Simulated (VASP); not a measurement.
**Zr2Ge: single point with PBE**

Crystal: Zr2Ge.

```
CELL_PARAMETERS angstrom
2.77118 -3.55787 0.00000
2.77118 3.55787 0.00000
0.00000 0.00000 3.61071
ATOMIC_POSITIONS crystal
Zr 0.27551 0.72449 0.00000
Zr 0.72449 0.27551 0.00000
Ge 0.00000 0.00000 0.50000
```

| Property | Result |
| --- | --- |
| Program | VASP 6.6.1 |
| Task | single point |
| Functional | PBE |
| Potentials or basis | VASP PAW PBE potentials, release 64 (Zr_sv, Ge_d) |
| Cutoff | 520 eV |
| k mesh | 4 × 4 × 6 |
| Occupations | gaussian, width 0.1 eV |
| Spin | collinear spin, ferromagnetic start |
| Starting moments | [1.0, 1.0, 0.0] μB |
| Dipole correction | no |
| Further INCAR settings | ALGO = Normal; EDIFF = 1e-06; NBANDS = 30 |

- Pressure: 0.0 GPa
- Largest force: 0.016 eV/Å
- Net moment: 0.07 μB per cell
- Site moments: Zr +0.02; Ge -0.00 μB
- Valence electrons inside the program's atomic spheres: Zr 9.92; Ge 12.42

Forces on the atoms (eV/Å):
```
Zr   0.000 -0.016  0.000
Zr   0.000  0.016  0.000
Ge   0.000  0.000  0.000
```

Stress tensor (GPa, compression positive):
```
 0.12  0.00  0.00
 0.00  0.00  0.00
 0.00  0.00 -0.14
```

Levels at points of the mesh, in eV from the Fermi level:
Spin up:
| k point | band 16 | band 17 | band 18 | band 19 | band 20 | band 21 | band 22 | band 23 |
| --- | --- | --- | --- | --- | --- | --- | --- | --- |
| (0.00, 0.00, 0.00) | -1.84 | -1.63 | -1.51 | -0.06 | 0.32 | 0.44 | 2.14 | 2.35 |
| (0.50, 0.00, 0.00) | -1.89 | -1.03 | -0.46 | 0.01 | 0.53 | 1.32 | 1.33 | 1.76 |
| (0.50, 0.50, 0.00) | -1.92 | -1.40 | -1.21 | -1.12 | 0.05 | 0.07 | 0.37 | 2.78 |
| (0.00, 0.00, 0.50) | -1.88 | -1.76 | -1.62 | -1.45 | -0.41 | 0.63 | 2.66 | 3.67 |
| (0.50, 0.00, 0.50) | -2.51 | -2.17 | -0.86 | -0.03 | 0.34 | 0.65 | 2.02 | 2.36 |
| (0.50, 0.50, 0.50) | -2.91 | -2.13 | -1.51 | 0.69 | 0.82 | 0.83 | 2.88 | 2.98 |
Spin down:
```csv
k point,band 17,band 18,band 19,band 20,band 21,band 22
"(0.00, 0.00, 0.00)",-1.63,-1.47,-0.06,0.40,0.45,2.15
"(0.50, 0.00, 0.00)",-1.02,-0.45,0.13,0.53,1.34,1.36
"(0.50, 0.50, 0.00)",-1.40,-1.16,-1.11,0.07,0.15,0.38
"(0.00, 0.00, 0.50)",-1.74,-1.62,-1.42,-0.40,0.63,2.74
"(0.50, 0.00, 0.50)",-2.16,-0.81,-0.01,0.44,0.66,2.04
"(0.50, 0.50, 0.50)",-2.13,-1.50,0.69,0.84,0.97,2.87
```

It took 120 s on 1 thread of Intel(R) Xeon(R) 6975P-C (Granite Rapids), on a shared host, peak memory 0.25 GiB.
